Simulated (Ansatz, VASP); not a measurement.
Two plane-wave programs on Si

Contents of INCAR:

```
PREC     = Accurate       # precision mode
ENCUT    = 520            # plane-wave cutoff, eV
EDIFF    = 1E-6           # SCF threshold, eV
ISMEAR   = 0              # smearing method
SIGMA    = 0.1            # smearing width, eV
LREAL    = False          # projectors in reciprocal space
LASPH    = True           # aspherical terms in the spheres
NELM     = 100            # most SCF steps
ALGO     = Normal         # electronic algorithm
ISIF     = 2              # what is computed and relaxed
LWAVE    = False          # write WAVECAR
LCHARG   = False          # write CHGCAR
LDIPOL   = True         
IDIPOL   = 3            
DIPOL    = 0.5 0.5 0.500
GGA      = PE             # functional
NBANDS   = 11             # bands
```

The input KPOINTS:

```
Automatic mesh
0
Gamma
  15 15 1
```

File POSCAR:

```
Si
1.0
    3.6880000000      0.0000000000      0.0000000000
   -1.8440000000      3.1939016892      0.0000000000
    0.0000000000      0.0000000000     28.0000000000
Si
2
Direct
    0.3333333333      0.6666666667      0.5178571429
    0.6666666667      0.3333333333      0.4821428571
```

Input for Ansatz:

```yaml
crystal:
  lattice:
    - [3.688, 0.0, 0.0]
    - [-1.844, 3.1939016892, 0.0]
    - [0.0, 0.0, 28.0]
  atoms:
    - { symbol: Si, position: [0.3333333333, 0.6666666667, 0.5178571429] }
    - { symbol: Si, position: [0.6666666667, 0.3333333333, 0.4821428571] }
  periodic: [true, true, false]
basis:
  ecutwfc: 420
kpoints:
  mp_grid: { grid: [15, 15, 1] }
hamiltonian:
  xc: pbe
  pseudopotentials: { kind: paw, azcp: { folder: soft_1 } }
scf:
  occupations: { method: gaussian, width: 0.1 }
output:
  forces: true
  stress: true
  eigenvalues: true
```

Alike in both runs: task single point; functional PBE; k mesh 15 × 15 × 1; occupations gaussian, width 0.1 eV; no spin polarisation.

```csv
,VASP,Ansatz
version,VASP 6.6.1,Ansatz 0.2.0
potentials or method,"VASP PAW PBE potentials, release 64 (Si), cutoff 520 eV","scalar-relativistic, plane waves, PAW"
valence electrons in the cell,8,8
```

Ansatz gave:

- gap on the k mesh at the Fermi level (eV): none
- rms of the force components (eV/Å): 0.927

Problem. Estimate VASP's values.

Solution. gap on the k mesh at the Fermi level (eV): none; rms of the force components (eV/Å): 0.924.

Atom by atom the forces differ by 0.003 eV/Å (rms over components). A gap of «none» marks a metal or a gap that the smearing closes. With one functional, cell and mesh, what is left measures potentials, basis and numerics.
